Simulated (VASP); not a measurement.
# KMgF3 (P3m1) in VASP: single point with PBE

Aim: the single point of KMgF3 with PBE.

Program: VASP 6.6.1. These are calculated values, not measurements. Logs are shortened: lines on timing, memory, paths and dates and some standing lists are left out, and cuts for length are marked.

### 1 The cell of the first run

It takes space group P3m1 (No. 156, trigonal). Conventional cell: a = 3.544 Å, b = 3.544 Å, c = 6.636 Å, α = 90.00°, β = 90.00°, γ = 120.00°. Within 3.4 Å of K (site symmetry 3m) lie 8 F at 2.52 to 3.37 Å. Within 2.6 Å of Mg (site symmetry 3m) lie 7 F at 1.94 to 2.50 Å. Within 3.3 Å of F (site symmetry 3m) lie 3 Mg at 2.50 Å and 3 F at 2.59 Å and 3 K at 2.72 Å. F (site symmetry 3m) has 3 Mg at 2.05 Å and 6 F at 2.59 to 2.72 Å within 2.8 Å. Within 2.6 Å of F (site symmetry 3m) lie 1 Mg at 1.94 Å and 3 K at 2.52 Å.

### 2 Single point, PBE

INCAR reads:

```
  PREC = Accurate
  ENCUT = 600
  EDIFF = 1E-6
  ISMEAR = 0
  SIGMA = 0.15
  LREAL = F
  LASPH = T
  NELM = 120
  ALGO = Normal
  ISIF = 2
  LWAVE = F
  LCHARG = F
  GGA = PE
  NBANDS = 24
  GGA_COMPAT = F
```

KPOINTS reads:

```
Automatic mesh
0
Gamma
  3 3 2
```

POSCAR reads:

```
KMgF3
1.0
    3.5436000708     -0.0000000025      0.0000000000
   -1.7718000332      3.0688476835      0.0000000000
    0.0000000000      0.0000000000      6.6360918119
K Mg F
1 1 3
Direct
    0.6666666667      0.3333333333      0.7915203643
    0.3333333333      0.6666666667      0.2774342003
    0.0000000000      0.0000000000      0.0616103847
    0.6666666667      0.3333333333      0.2999708453
    0.3333333333      0.6666666667      0.5694642053
```

Potentials or basis: VASP PAW PBE potentials, release 64 (K_sv, Mg, F).

Run with:

```bash
cat potpaw_PBE.64/K_sv/POTCAR potpaw_PBE.64/Mg/POTCAR potpaw_PBE.64/F/POTCAR > POTCAR
mpirun -np 1 vasp_std > vasp.out
```

OUTCAR:

```text
PREC = Accurate
   ENCUT = 600
   EDIFF = 1E-6
   ISMEAR = 0
   LREAL = F
   LASPH = T
   NELM = 120
   ISIF = 2
   GGA = PE

 ion  position               nearest neighbor table
   1  0.667  0.333  0.792-   5 2.52   5 2.52   5 2.52   3 2.72   3 2.72   3 2.72
   2  0.333  0.667  0.277-   5 1.94   4 2.05   4 2.05   4 2.05   3 2.50   3 2.50   3 2.50
   3  0.000  0.000  0.062-   2 2.50   2 2.50   2 2.50   1 2.72   1 2.72   1 2.72
   4  0.667  0.333  0.300-   2 2.05   2 2.05   2 2.05
   5  0.333  0.667  0.569-   2 1.94   1 2.52   1 2.52   1 2.52

  LATTYP: Found a hexagonal cell.
 ALAT       =     3.5436000708
 C/A-ratio  =     1.8726977309

  Lattice vectors:

 A1 = (   3.5436000708,  -0.0000000025,   0.0000000000)
 A2 = (  -1.7718000332,   3.0688476835,   0.0000000000)
 A3 = (   0.0000000000,   0.0000000000,   6.6360918119)

Analysis of symmetry for initial positions (statically):
=====================================================================
 Subroutine PRICEL returns:
 Original cell was already a primitive cell.

 Routine SETGRP: Setting up the symmetry group for a
 hexagonal supercell.

 Subroutine GETGRP returns: Found  6 space group operations
 (whereof  6 operations were pure point group operations)
 out of a pool of 24 trial point group operations.

The static configuration has the point symmetry C_3v.

Analysis of symmetry for dynamics (positions and initial velocities):
=====================================================================
 Subroutine PRICEL returns:
 Original cell was already a primitive cell.

 Routine SETGRP: Setting up the symmetry group for a
 hexagonal supercell.

 Subroutine GETGRP returns: Found  6 space group operations
 (whereof  6 operations were pure point group operations)
 out of a pool of 24 trial point group operations.

The dynamic configuration has the point symmetry C_3v.

 Subroutine INISYM returns: Found  6 space group operations
 (whereof  6 operations are pure point group operations),
 and found     1 'primitive' translations

----------------------------------------------------------------------------------------

                                     Primitive cell

  volume of cell :      72.1660

  direct lattice vectors                    reciprocal lattice vectors
     3.543600071 -0.000000003  0.000000000     0.282198888  0.162927604  0.000000000
    -1.771800033  3.068847684  0.000000000     0.000000000  0.325855208  0.000000000
     0.000000000  0.000000000  6.636091812     0.000000000  0.000000000  0.150691104

  length of vectors
     3.543600071  3.543600071  6.636091812     0.325855208  0.325855208  0.150691104

  position of ions in fractional coordinates (direct lattice)
     0.666666667  0.333333333  0.791520364
     0.333333333  0.666666667  0.277434200
     0.000000000  0.000000000  0.061610385
     0.666666667  0.333333333  0.299970845
     0.333333333  0.666666667  0.569464205

  ion indices of the primitive-cell ions
   primitive index   ion index
                 1           1
                 2           2
                 3           3
                 4           4
                 5           5

----------------------------------------------------------------------------------------

 KPOINTS: Automatic mesh

Automatic generation of k-mesh.
 Grid dimensions read from file:
 generate k-points for:    3    3    2

 Generating k-lattice:

  Cartesian coordinates                     Fractional coordinates (reciprocal lattice)
     0.094066296  0.054309201  0.000000000     0.333333333  0.000000000  0.000000000
     0.000000000  0.108618403  0.000000000     0.000000000  0.333333333  0.000000000
     0.000000000  0.000000000  0.075345552     0.000000000  0.000000000  0.500000000

  Length of vectors
     0.108618403  0.108618403  0.075345552

  Shift w.r.t. Gamma in fractional coordinates (k-lattice)
     0.000000000  0.000000000  0.000000000

 Subroutine IBZKPT returns following result:
 ===========================================

 Found      6 irreducible k-points:

 Following reciprocal coordinates:
            Coordinates               Weight
  0.000000  0.000000  0.000000      1.000000
  0.333333 -0.000000  0.000000      6.000000
  0.333333  0.333333  0.000000      2.000000
  0.000000  0.000000  0.500000      1.000000
  0.333333 -0.000000  0.500000      6.000000
  0.333333  0.333333  0.500000      2.000000
   k-points           NKPTS =      6   k-points in BZ     NKDIM =      6   number of bands    NBANDS=     24
   number of dos      NEDOS =    301   number of ions     NIONS =      5
   total plane-waves  NPLWV =  42336
   dimension x,y,z NGX =    28 NGY =   28 NGZ =   54
   dimension x,y,z NGXF=    56 NGYF=   56 NGZF=  108
   ions per type =               1   1   3
   NGX,Y,Z   is equivalent  to a cutoff of  13.14, 13.14, 13.53 a.u.
   NGXF,Y,Z  is equivalent  to a cutoff of  26.27, 26.27, 27.06 a.u.
 SYSTEM =  unknown system
   PREC   = accura    normal or accurate (medium, high low for compatibility)
   ISTART =      0    job   : 0-new  1-cont  2-samecut
   ICHARG =      2    charge: 1-file 2-atom 10-const
   ISPIN  =      1    spin polarized calculation?
   LNONCOLLINEAR =      F non collinear calculations
   LSORBIT =      F    spin-orbit coupling
   LASPH  =      T    aspherical Exc in radial PAW
   ENCUT  =  600.0 eV  44.10 Ry    6.64 a.u.   7.08  7.08 13.25*2*pi/ulx,y,z
   NELM   =    120;   NELMIN=  2; NELMDL= -5     # of ELM steps
   EDIFF  = 0.1E-05   stopping-criterion for ELM
   LREAL  =      F    real-space projection
   EDIFFG = 0.1E-04   stopping-criterion for IOM
   NSW    =      0    number of steps for IOM
   IBRION =     -1    ionic relax: 0-MD 1-quasi-New 2-CG
   NFREE  =      0    steps in history (QN), initial steepest desc. (CG)
   ISIF   =      2    stress and relaxation
   ISYM   =      2    0-nonsym 1-usesym 2-fastsym
   POTIM  = 0.5000    time-step for ionic-motion
   TEBEG  =    0.0;   TEEND  =   0.0 temperature during run
   PSTRESS=    0.0 pullay stress
   NELECT =      32.0000    total number of electrons
   NUPDOWN=      -1.0000    fix difference up-down
   EMIN   =  10.00;   EMAX   =-10.00  energy-range for DOS
   EFERMI =   0.00;   METHOD = LEGACY
   ISMEAR =     0;   SIGMA  =   0.15  broadening in eV -4-tet -1-fermi 0-gaus
   EFERMI_NEDOS =   21; number of points for ismear=-14 and -15
   IALGO  =     38    algorithm
   IMIX   =      4    mixing-type and parameters
     AMIX     =   0.40;   BMIX     =  1.00
     AMIX_MAG =   1.60;   BMIX_MAG =  1.00
  volume/ion in A,a.u.               =      14.43        97.40
  Fermi-wavevector in a.u.,A,eV,Ry     =   1.248382  2.359099 21.204089  1.558457
  Thomas-Fermi vector in A             =   2.382471
   LORBIT       =      0    0 simple, 1 ext, 2 COOP (PROOUT), +10 PAW based schemes
   GGA     = PE    functional components
   LHFCALC =     F    Hartree Fock is set to
   AEXX    =    0.0000 exact exchange contribution
   IVDW    =     0    specifies the selected vdW correction
   LEPSILON=     F    determine dielectric tensor
   LRPA    =     F    only Hartree local field effects (RPA)
 non-spin polarized calculation
 Gauss-broadening in eV      SIGMA  =   0.15
  energy-cutoff  :      600.00
  volume of cell :       72.17
 maximum number of plane-waves:      2450
   NGX = 15   NGY = 15   NGZ = 27

 number of electron      32.0000009 magnetization

 Free energy of the ion-electron system (eV)
  ---------------------------------------------------
  ext. energy  EPLUGINS =         0.00000000
  ---------------------------------------------------
  free energy    TOTEN  =       -23.20505601 eV

  energy without entropy =      -23.20505601  energy(sigma->0) =      -23.20505601

 E-fermi :  -1.0815     XC(G=0):  -8.9711

 val. band max:       -1.7828411524   @ k =   0.3333   0.3333   0.0000
 cond. band min:       3.7358583322   @ k =   0.0000   0.0000   0.0000
 fundamental gap:      5.5186994846
 Fermi energy:        -1.0814749611

 k-point     1 :       0.0000    0.0000    0.0000
  band No.  band energies     occupation
      1     -27.9523      2.00000
      2     -22.4341      2.00000
      3     -21.1743      2.00000
      4     -20.9438      2.00000
      5     -11.2576      2.00000
      6     -11.1635      2.00000
[... 16 lines left out ...]
     23      11.3295      0.00000
     24      11.3295      0.00000

 k-point     2 :       0.3333   -0.0000    0.0000
  band No.  band energies     occupation
      1     -27.8655      2.00000
      2     -22.2893      2.00000
      3     -21.1604      2.00000
      4     -21.0035      2.00000
      5     -11.6324      2.00000
      6     -11.2928      2.00000
[... 16 lines left out ...]
     23      11.1934      0.00000
     24      11.8864      0.00000

 k-point     3 :       0.3333    0.3333    0.0000
  band No.  band energies     occupation
      1     -27.8214      2.00000
      2     -22.2107      2.00000
      3     -21.1723      2.00000
      4     -21.0192      2.00000
      5     -11.6355      2.00000
      6     -11.5814      2.00000
[... 16 lines left out ...]
     23      10.7771      0.00000
     24      12.8984      0.00000

 k-point     4 :       0.0000    0.0000    0.5000
  band No.  band energies     occupation
      1     -27.9520      2.00000
      2     -22.4438      2.00000
      3     -21.1254      2.00000
      4     -20.9829      2.00000
      5     -11.2558      2.00000
      6     -11.1634      2.00000
[... 16 lines left out ...]
     23      11.4948      0.00000
     24      11.4948      0.00000

 k-point     5 :       0.3333   -0.0000    0.5000
  band No.  band energies     occupation
      1     -27.8654      2.00000
      2     -22.2918      2.00000
      3     -21.1551      2.00000
      4     -21.0065      2.00000
      5     -11.6321      2.00000
      6     -11.2923      2.00000
[... 16 lines left out ...]
     23      11.2246      0.00000
     24      11.8910      0.00000

 k-point     6 :       0.3333    0.3333    0.5000
  band No.  band energies     occupation
      1     -27.8213      2.00000
      2     -22.2113      2.00000
      3     -21.1723      2.00000
      4     -21.0191      2.00000
      5     -11.6370      2.00000
      6     -11.5837      2.00000
[... 16 lines left out ...]
     23      11.1018      0.00000
     24      11.4666      0.00000

------------------------ aborting loop because EDIFF is reached ----------------------------------------

  FORCE on cell =-STRESS in cart. coord.  units (eV):
  Direction    XX          YY          ZZ          XY          YZ          ZX
  --------------------------------------------------------------------------------------
  -------------------------------------------------------------------------------------
  Total       -0.1505605     -0.1505605     -0.1479891     -0.0000000      0.0000000     -0.0000000
  in kB       -3.3426365     -3.3426365     -3.2855480     -0.0000000      0.0000000     -0.0000000
  external PRESSURE =      -3.3236070 kB  Pullay stress =       0.0000000 kB

 VOLUME and BASIS-vectors are now :
 -----------------------------------------------------------------------------
  energy-cutoff  :      600.00
  volume of cell :       72.17
      direct lattice vectors                 reciprocal lattice vectors
     3.543600071 -0.000000003  0.000000000     0.282198888  0.162927604  0.000000000
    -1.771800033  3.068847684  0.000000000     0.000000000  0.325855208  0.000000000
     0.000000000  0.000000000  6.636091812     0.000000000  0.000000000  0.150691104

 POSITION                                       TOTAL-FORCE (eV/Angst)
 -----------------------------------------------------------------------------------
      1.77180      1.02295      5.25260        -0.000000      0.000000      0.004977
      0.00000      2.04590      1.84108        -0.000000     -0.000000     -0.002639
      0.00000      0.00000      0.40885        -0.000000      0.000000      0.007247
      1.77180      1.02295      1.99063         0.000000     -0.000000     -0.004051
      0.00000      2.04590      3.77902        -0.000000     -0.000000     -0.005534
 -----------------------------------------------------------------------------------
    total drift:                               -0.000000      0.000000      0.000552

  FREE ENERGIE OF THE ION-ELECTRON SYSTEM (eV)
  ---------------------------------------------------
  free  energy   TOTEN  =       -23.2050560121 eV

  energy  without entropy=      -23.2050560121  energy(sigma->0) =      -23.20505601
```

It took 14 s on 1 thread of Intel Xeon Platinum 8488C (Sapphire Rapids), shared host; peak memory 0.19 GiB.

Results:

```
Free energy            : -23.2051 eV
Pressure               : -0.3 GPa
Largest force          : 0.007 eV/Å
Band gap on the k mesh : 5.52 eV (least direct gap 5.80 eV)
```

Forces on the atoms (eV/Å):
```
K    0.000  0.000  0.005
Mg   0.000  0.000 -0.003
F    0.000  0.000  0.007
F    0.000  0.000 -0.004
F    0.000  0.000 -0.006
```

Caveat: the k points lie up to 0.68 Å⁻¹ apart; an odd mesh through Γ misses points on the zone boundary, where band edges can lie.
